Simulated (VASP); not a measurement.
Wanted: the native input for a VASP 6.6.1 run.

* Task: relaxation of cell and atoms
* Functional: PBE
* Dispersion: D3(BJ)
* Potentials or basis: VASP PAW PBE potentials, release 64 (S)
* Cutoff: 600 eV
* k mesh: 6 × 6 × 6
* Occupations: gaussian, width 0.02 eV
* Spin: no spin polarisation
* Dipole correction: no
* Further INCAR settings: ALGO = Normal; EDIFF = 1e-06; IBRION = 2; EDIFFG = -0.01; NSW = 80; ISIF = 3

The structure of S lies in POSCAR:

```
S
1.0
    4.2076658953      0.0000000000      0.0000000000
   -2.1038329477      3.6439455560      0.0000000000
    0.0000000000      0.0000000000      4.4344958991
S
3
Direct
    0.2025690894      0.0000000000      0.3333333333
    0.0000000000      0.2025690894      0.6666666667
    0.7974309106      0.7974309106      0.0000000000
```

The input as run:

INCAR

```
SYSTEM = S
PREC = Accurate ; ENCUT = 600
EDIFF = 1E-6 ; ISMEAR = 0
SIGMA = 0.02 ; LREAL = .FALSE.
LASPH = .TRUE. ; NELM = 100
ALGO = Normal ; ISIF = 3
LWAVE = .FALSE. ; LCHARG = .FALSE.
GGA = PE ; IVDW = 12
IBRION = 2 ; NSW = 80
EDIFFG = -0.01
```

KPOINTS

```
Automatic mesh
0
G
  6 6 6
  0 0 0
```

Potentials or basis: VASP PAW PBE potentials, release 64 (S).

Run with:

```sh
$ cat potpaw_PBE.64/S/POTCAR > POTCAR
$ mpirun -np 1 vasp_std > vasp.out
```

It gave:

The relaxed volume is 23.81 Å³/atom. The relaxed cell is a = 4.324 Å, b = 4.324 Å, c = 4.410 Å, α = 90.00°, β = 90.00°, γ = 120.00° and the space group after relaxing (to 0.05 Å) is P3_121 (No. 152). The energy gained by relaxing is 2.9 meV/atom, the ionic steps are 10 and the pressure after relaxing is 0.0 GPa. The largest force after relaxing is 0.005 eV/Å, the band gap on the k mesh is 1.84 eV, indirect (least direct gap 2.21 eV) and the dispersion energy per atom is -0.245 eV.

Run time: 5.9 min on 1 thread of Oxide Virtual Turin-like Processor, with other jobs on the host, peak memory 0.18 GiB.
